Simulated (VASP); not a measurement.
Set up this calculation in VASP 6.6.1, as the native input.

- Task: single point
- Functional: revPBE
- Dispersion: D4
- Potentials or basis: VASP PAW PBE potentials, release 64 (In_d, Se)
- Cutoff: 520 eV
- k mesh: 5 × 5 × 5
- Occupations: fermi-dirac, width 0.05 eV
- Spin: no spin polarisation
- Dipole correction: no
- Further INCAR settings: ALGO = Normal; EDIFF = 1e-06; NBANDS = 27

The structure of InSe lies in POSCAR:

```
InSe
1.0
    5.9660828241     -2.0691390083      0.1286168097
    5.9660828241      2.0691390083      0.1286168097
   -1.6592213312      0.0000000000      4.1007721618
In Se
2 2
Direct
    0.8845577241      0.8845577241      0.0137435108
    0.1154422759      0.1154422759      0.9862564892
    0.6523724899      0.6523724899      0.6299245213
    0.3476275101      0.3476275101      0.3700754787
```

These files were run (other wordings do the same):

INCAR

```
ALGO = Normal
EDIFF = 1E-6
ENCUT = 520
GGA = RE
ISIF = 2
ISMEAR = -1
IVDW = 13
LASPH = True
LCHARG = True
LELF = True
LREAL = False
LVHAR = True
LWAVE = False
NBANDS = 27
NELM = 100
PREC = Accurate
SIGMA = 0.05
```

KPOINTS

```
k-points
0
Gamma
  5 5 5
```

Potentials or basis: VASP PAW PBE potentials, release 64 (In_d, Se).

Run with:

```sh
$ cat potpaw_PBE.64/In_d/POTCAR potpaw_PBE.64/Se/POTCAR > POTCAR
$ mpirun -np 1 vasp_std > vasp.out
```

It gave:

| Property | Result |
| --- | --- |
| Pressure | 0.0 GPa |
| Largest force | 0.012 eV/Å |
| Band gap on the k mesh | 0.53 eV (least direct gap 1.07 eV) |
| Dispersion energy per atom | -0.603 eV |

Caveat: the PAW data sets were made with another functional, which shifts forces and pressure a little; spin-orbit coupling is left out, which moves the levels of the heavy elements; an odd mesh through Γ misses points on the zone boundary, where band edges can lie.

Wall time 4.6 min on 1 thread of Intel Xeon 8259CL, with other jobs on the host, peak memory 0.33 GiB.
